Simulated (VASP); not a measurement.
Wanted: the native input for a VASP 6.6.1 run.

```
Task                   : single point
Functional             : LDA
Potentials or basis    : VASP PAW LDA potentials, release 64 (Te, Sn_d)
Cutoff                 : 520 eV
k mesh                 : 6 × 6 × 6
Occupations            : fermi-dirac, width 0.05 eV
Spin                   : no spin polarisation
Dipole correction      : no
Further INCAR settings : ALGO = Normal; EDIFF = 1e-06; NBANDS = 24
```

The structure of SnTe3 lies in POSCAR:

```
SnTe3
1.0
    0.0000000000      3.7823964951      3.7823964951
    3.7823964951      0.0000000000      3.7823964951
    3.7823964951      3.7823964951      0.0000000000
Te Sn
3 1
Direct
    0.5000000000      0.5000000000      0.5000000000
    0.7500000000      0.7500000000      0.7500000000
    0.2500000000      0.2500000000      0.2500000000
    0.0000000000      0.0000000000      0.0000000000
```

The input as run:

INCAR

```
  PREC = Accurate
  ENCUT = 520
  EDIFF = 1E-6
  ISMEAR = -1
  SIGMA = 0.05
  LREAL = F
  LASPH = T
  NELM = 60
  ALGO = Normal
  ISIF = 2
  LWAVE = F
  LCHARG = F
  NBANDS = 24
```

KPOINTS

```
regular mesh
0
Gamma
  6 6 6
```

Potentials or basis: VASP PAW LDA potentials, release 64 (Te, Sn_d).

Run with:

```sh
$ cat potpaw_LDA.64/Te/POTCAR potpaw_LDA.64/Sn_d/POTCAR > POTCAR
$ mpirun -np 1 vasp_std > vasp.out
```

It gave:

| Item | Value |
| --- | --- |
| Pressure | -0.7 GPa |
| Band gap on the k mesh | zero (band 16 reaches 8.80 eV, above the bottom of band 17 at 6.38 eV) |

Caveat: spin-orbit coupling is left out, which moves the levels of the heavy elements.

Run time: 56 s on 1 thread of AMD EPYC 7R13 Processor (Zen 3) (shared host), peak memory 0.18 GiB.
